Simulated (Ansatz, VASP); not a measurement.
## One calculation of AlN, two programs

```
Al N
1.0
    -3.11356    0.00000    0.00000
    -1.55678   -2.69642    0.00000
    -0.51893   -0.89881   10.66670
Al N
4 4
Direct
  0.33333 0.05162 0.84515
  0.33333 0.20735 0.37796
  0.66667 0.61854 0.14437
  0.66667 0.46282 0.61155
  0.33333 0.30359 0.08923
  0.33333 0.14786 0.55642
  0.66667 0.55906 0.32282
  0.66667 0.40333 0.79001
```

Alike in both runs: task single point; functional PBEsol; k mesh 8 × 8 × 3; occupations gaussian, width 0.05 eV; no spin polarisation.

```csv
,VASP,Ansatz
version,VASP 6.6.1,Ansatz 0.2.0
potentials or method,"VASP PAW PBE potentials, release 64 (Al, N), cutoff 520 eV","scalar-relativistic, plane waves, PAW"
valence electrons in the cell,32,32
```

```tsv
	VASP	Ansatz	Ansatz less VASP
gap on the k mesh at the Fermi level (eV)	1.74	1.72	-0.016
least direct gap on the mesh (eV)	1.74	1.72	-0.016
pressure (GPa)	-4.4	-4.4	-0.01
traceless stress, the component that is largest in VASP (GPa)	-3.80	-3.69	+0.102
rms of the force components (eV/Å)	0.579	0.582	+0.0023
```

VASP's potentials were made for PBE, not for PBEsol, and Ansatz warns of the same on its side. Atom by atom the forces differ by 0.004 eV/Å (rms over components).
